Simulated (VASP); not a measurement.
# GaN (P6_3mc) in VASP: a series of runs, part 2 of 3

VASP 6.6.1. Earlier steps stand in the parts before.

## Step 3: Single point, PBE (strain -0.030 along x and y, +0.015 along z)

INCAR

```
PREC = Accurate
ENCUT = 520
EDIFF = 1E-6
ISMEAR = 0
SIGMA = 0.05
LREAL = False
LASPH = True
NELM = 80
ALGO = Normal
ISIF = 2
LWAVE = False
LCHARG = False
GGA = PE
NBANDS = 26
```

KPOINTS

```
Automatic mesh
0
Gamma
  12 12 6
```

POSCAR

```
GaN
1.0
    3.1218760445      0.0000000000      0.0000000000
   -1.5609380223      2.7036239620      0.0000000000
    0.0000000000      0.0000000000      5.3216758876
Ga N
2 2
Direct
    0.3333333333      0.6666666667      0.9991316867
    0.6666666667      0.3333333333      0.4991316867
    0.3333333333      0.6666666667      0.3758683133
    0.6666666667      0.3333333333      0.8758683133
```

Potentials or basis: VASP PAW PBE potentials, release 64 (Ga_d, N).

Launch:

```sh
> cat potpaw_PBE.64/Ga_d/POTCAR potpaw_PBE.64/N/POTCAR > POTCAR
> mpirun -np 1 vasp_std > vasp.out
```

OUTCAR:

```text
PREC = Accurate
   ENCUT = 520
   EDIFF = 1E-6
   ISMEAR = 0
   LREAL = False
   LASPH = True
   NELM = 80
   ISIF = 2
   GGA = PE

 ion  position               nearest neighbor table
   1  0.333  0.667  0.999-   4 1.92   4 1.92   4 1.92   3 2.00
   2  0.667  0.333  0.499-   3 1.92   3 1.92   3 1.92   4 2.00
   3  0.333  0.667  0.376-   2 1.92   2 1.92   2 1.92   1 2.00
   4  0.667  0.333  0.876-   1 1.92   1 1.92   1 1.92   2 2.00

  LATTYP: Found a hexagonal cell.
 ALAT       =     3.1218760445
 C/A-ratio  =     1.7046403546

  Lattice vectors:

 A1 = (   3.1218760445,   0.0000000000,   0.0000000000)
 A2 = (  -1.5609380223,   2.7036239620,   0.0000000000)
 A3 = (   0.0000000000,   0.0000000000,   5.3216758876)

Analysis of symmetry for initial positions (statically):
=====================================================================
 Subroutine PRICEL returns:
 Original cell was already a primitive cell.

 Routine SETGRP: Setting up the symmetry group for a
 hexagonal supercell.

 Subroutine GETGRP returns: Found 12 space group operations
 (whereof  6 operations were pure point group operations)
 out of a pool of 24 trial point group operations.

The static configuration has the point symmetry C_3v.
 The point group associated with its full space group is C_6v.

Analysis of symmetry for dynamics (positions and initial velocities):
=====================================================================
 Subroutine PRICEL returns:
 Original cell was already a primitive cell.

 Routine SETGRP: Setting up the symmetry group for a
 hexagonal supercell.

 Subroutine GETGRP returns: Found 12 space group operations
 (whereof  6 operations were pure point group operations)
 out of a pool of 24 trial point group operations.

The dynamic configuration has the point symmetry C_3v.
 The point group associated with its full space group is C_6v.

 Subroutine INISYM returns: Found 12 space group operations
 (whereof  6 operations are pure point group operations),
 and found     1 'primitive' translations

----------------------------------------------------------------------------------------

                                     Primitive cell

  volume of cell :      44.9170

  direct lattice vectors                    reciprocal lattice vectors
     3.121876045  0.000000000  0.000000000     0.320320213  0.184936961  0.000000000
    -1.560938022  2.703623962  0.000000000     0.000000000  0.369873923  0.000000000
     0.000000000  0.000000000  5.321675888     0.000000000  0.000000000  0.187910730

  length of vectors
     3.121876045  3.121876045  5.321675888     0.369873923  0.369873923  0.187910730

  position of ions in fractional coordinates (direct lattice)
     0.333333333  0.666666667  0.999131687
     0.666666667  0.333333333  0.499131687
     0.333333333  0.666666667  0.375868313
     0.666666667  0.333333333  0.875868313

  ion indices of the primitive-cell ions
   primitive index   ion index
                 1           1
                 2           2
                 3           3
                 4           4

----------------------------------------------------------------------------------------

 KPOINTS: Automatic mesh

Automatic generation of k-mesh.
 Grid dimensions read from file:
 generate k-points for:   12   12    6

 Generating k-lattice:

  Cartesian coordinates                     Fractional coordinates (reciprocal lattice)
     0.026693351  0.015411413  0.000000000     0.083333333  0.000000000  0.000000000
     0.000000000  0.030822827  0.000000000     0.000000000  0.083333333  0.000000000
     0.000000000  0.000000000  0.031318455     0.000000000  0.000000000  0.166666667

  Length of vectors
     0.030822827  0.030822827  0.031318455

  Shift w.r.t. Gamma in fractional coordinates (k-lattice)
     0.000000000  0.000000000  0.000000000

 Subroutine IBZKPT returns following result:
 ===========================================

 Found     76 irreducible k-points:

 Following reciprocal coordinates:
            Coordinates               Weight
  0.000000  0.000000  0.000000      1.000000
  0.083333  0.000000  0.000000      6.000000
  0.166667  0.000000  0.000000      6.000000
  0.250000  0.000000  0.000000      6.000000
  0.333333  0.000000  0.000000      6.000000
  0.416667 -0.000000  0.000000      6.000000
[... 16 lines left out ...]
  0.250000  0.000000  0.166667     12.000000
  0.333333  0.000000  0.166667     12.000000
 [... further k-points ...]
   k-points           NKPTS =     76   k-points in BZ     NKDIM =     76   number of bands    NBANDS=     26
   number of dos      NEDOS =    301   number of ions     NIONS =      4
   total plane-waves  NPLWV =  23040
   dimension x,y,z NGX =    24 NGY =   24 NGZ =   40
   dimension x,y,z NGXF=    48 NGYF=   48 NGZF=   80
   ions per type =               2   2
   NGX,Y,Z   is equivalent  to a cutoff of  12.78, 12.78, 12.50 a.u.
   NGXF,Y,Z  is equivalent  to a cutoff of  25.56, 25.56, 24.99 a.u.
 SYSTEM =  unknown system
   PREC   = accura    normal or accurate (medium, high low for compatibility)
   ISTART =      0    job   : 0-new  1-cont  2-samecut
   ICHARG =      2    charge: 1-file 2-atom 10-const
   ISPIN  =      1    spin polarized calculation?
   LNONCOLLINEAR =      F non collinear calculations
   LSORBIT =      F    spin-orbit coupling
   LASPH  =      T    aspherical Exc in radial PAW
   ENCUT  =  520.0 eV  38.22 Ry    6.18 a.u.   5.80  5.80  9.89*2*pi/ulx,y,z
   NELM   =     80;   NELMIN=  2; NELMDL= -5     # of ELM steps
   EDIFF  = 0.1E-05   stopping-criterion for ELM
   LREAL  =      F    real-space projection
[... 7 lines left out ...]
   TEBEG  =    0.0;   TEEND  =   0.0 temperature during run
   PSTRESS=    0.0 pullay stress
   NELECT =      36.0000    total number of electrons
   NUPDOWN=      -1.0000    fix difference up-down
   EMIN   =  10.00;   EMAX   =-10.00  energy-range for DOS
   EFERMI =   0.00;   METHOD = LEGACY
   ISMEAR =     0;   SIGMA  =   0.05  broadening in eV -4-tet -1-fermi 0-gaus
   EFERMI_NEDOS =   21; number of points for ismear=-14 and -15
   IALGO  =     38    algorithm
   IMIX   =      4    mixing-type and parameters
     AMIX     =   0.40;   BMIX     =  1.00
     AMIX_MAG =   1.60;   BMIX_MAG =  1.00
  volume/ion in A,a.u.               =      11.23        75.78
  Fermi-wavevector in a.u.,A,eV,Ry     =   1.520684  2.873675 31.463184  2.312479
  Thomas-Fermi vector in A             =   2.629501
   LORBIT       =      0    0 simple, 1 ext, 2 COOP (PROOUT), +10 PAW based schemes
   GGA     = PE    functional components
   LHFCALC =     F    Hartree Fock is set to
   AEXX    =    0.0000 exact exchange contribution
   IVDW    =     0    specifies the selected vdW correction
   LEPSILON=     F    determine dielectric tensor
   LRPA    =     F    only Hartree local field effects (RPA)
 non-spin polarized calculation
 Gauss-broadening in eV      SIGMA  =   0.05
  energy-cutoff  :      520.00
  volume of cell :       44.92
 maximum number of plane-waves:      1224
 NGX is ok and might be reduce to    24
   NGX = 11   NGY = 11   NGZ = 19

 number of electron      36.0000014 magnetization

 Free energy of the ion-electron system (eV)
  ---------------------------------------------------
  ext. energy  EPLUGINS =         0.00000000
  ---------------------------------------------------
  free energy    TOTEN  =       -24.19490674 eV

  energy without entropy =      -24.19490674  energy(sigma->0) =      -24.19490674

 E-fermi :   5.8430     XC(G=0): -11.7628

 val. band max:        5.5634360258   @ k =   0.0000   0.0000   0.0000
 cond. band min:       7.4181477221   @ k =   0.0000   0.0000   0.0000
 fundamental gap:      1.8547116963
 Fermi energy:         5.8429859555

 k-point     1 :       0.0000    0.0000    0.0000
  band No.  band energies     occupation
      1     -10.6353      2.00000
      2      -9.7088      2.00000
      3      -7.9500      2.00000
      4      -7.9500      2.00000
      5      -7.9499      2.00000
      6      -7.8947      2.00000
[... 18 lines left out ...]
     25      17.5849      0.00000
     26      17.5849      0.00000

 k-point     2 :       0.0833    0.0000    0.0000
  band No.  band energies     occupation
      1     -10.5610      2.00000
      2      -9.6847      2.00000
      3      -7.9537      2.00000
      4      -7.9378      2.00000
      5      -7.9174      2.00000
      6      -7.8861      2.00000
[... 630 lines left out ...]
 k-point    24 :       0.3333    0.0000    0.1667
  band No.  band energies     occupation
      1      -9.8134      2.00000
      2      -9.5196      2.00000
      3      -7.8911      2.00000
      4      -7.8491      2.00000
      5      -7.7885      2.00000
      6      -7.7332      2.00000
[... 18 lines left out ...]
     25      16.8953      0.00000
     26      18.5938      0.00000

 [... further k-points ...]
[... 5 lines left out ...]
  --------------------------------------------------------------------------------------
  -------------------------------------------------------------------------------------
  Total        4.2871259      4.2871259     -0.6420556     -0.0000000      0.0000000      0.0000000
  in kB      152.9207632    152.9207632    -22.9019711     -0.0000000      0.0000000      0.0000000
  external PRESSURE =      94.3131851 kB  Pullay stress =       0.0000000 kB

 VOLUME and BASIS-vectors are now :
 -----------------------------------------------------------------------------
  energy-cutoff  :      520.00
  volume of cell :       44.92
      direct lattice vectors                 reciprocal lattice vectors
     3.121876045  0.000000000  0.000000000     0.320320213  0.184936961  0.000000000
    -1.560938022  2.703623962  0.000000000     0.000000000  0.369873923  0.000000000
     0.000000000  0.000000000  5.321675888     0.000000000  0.000000000  0.187910730

 POSITION                                       TOTAL-FORCE (eV/Angst)
 -----------------------------------------------------------------------------------
     -0.00000      1.80242      5.31706        -0.000000     -0.000000      0.433108
      1.56094      0.90121      2.65622        -0.000000     -0.000000      0.433108
     -0.00000      1.80242      2.00025        -0.000000      0.000000     -0.433108
      1.56094      0.90121      4.66109         0.000000     -0.000000     -0.433108
 -----------------------------------------------------------------------------------
    total drift:                               -0.000000     -0.000000     -0.000172

  FREE ENERGIE OF THE ION-ELECTRON SYSTEM (eV)
  ---------------------------------------------------
  free  energy   TOTEN  =       -24.1949067447 eV

  energy  without entropy=      -24.1949067447  energy(sigma->0) =      -24.19490674
```

OSZICAR:

```text
N       E                     dE             d eps       ncg     rms          rms(c)
DAV:   1     0.279067810406E+03    0.27907E+03   -0.17716E+04  4354   0.261E+03
DAV:   2     0.714739798261E+01   -0.27192E+03   -0.25586E+03  4344   0.492E+02
DAV:   3    -0.270984366593E+02   -0.34246E+02   -0.33790E+02  4662   0.142E+02
DAV:   4    -0.282630552189E+02   -0.11646E+01   -0.11599E+01  4680   0.279E+01
DAV:   5    -0.282871684022E+02   -0.24113E-01   -0.24095E-01  4802   0.390E+00    0.110E+01
DAV:   6    -0.241127306849E+02    0.41744E+01   -0.10302E+01  6528   0.500E+01    0.308E+00
DAV:   7    -0.242133883623E+02   -0.10066E+00   -0.14597E+00  4200   0.910E+00    0.273E+00
DAV:   8    -0.242080437111E+02    0.53447E-02   -0.14412E-01  6458   0.520E+00    0.750E-01
DAV:   9    -0.241943729868E+02    0.13671E-01   -0.48859E-02  6504   0.376E+00    0.323E-01
DAV:  10    -0.241949666684E+02   -0.59368E-03   -0.37014E-03  4164   0.428E-01    0.577E-02
DAV:  11    -0.241949027254E+02    0.63943E-04   -0.51181E-04  5806   0.414E-01    0.305E-02
DAV:  12    -0.241949042527E+02   -0.15273E-05   -0.58093E-05  4894   0.766E-02    0.611E-03
DAV:  13    -0.241949067689E+02   -0.25162E-05   -0.95829E-06  5160   0.234E-02    0.520E-03
DAV:  14    -0.241949067447E+02    0.24269E-07   -0.77204E-07  2548   0.760E-03
   1 F= -.24194907E+02 E0= -.24194907E+02  d E =-.173448E-17
```

It took 80 s on 1 thread of Intel Xeon Platinum 8375C at 2.90GHz (Ice Lake), shared host; peak memory 0.2 GiB.

Results:

- Free energy: -24.1949 eV
- Pressure: 9.4 GPa
- Largest force: 0.433 eV/Å
- Band gap on the k mesh: 1.85 eV

Forces on the atoms (eV/Å):
```
Ga   0.000  0.000  0.433
Ga   0.000  0.000  0.433
N    0.000  0.000 -0.433
N    0.000  0.000 -0.433
```

Caveat: the cell differs from its parent crystal (strain -0.030 along x and y, +0.015 along z); the cell stands under pressure.

(Continued in part 3 of 3.)
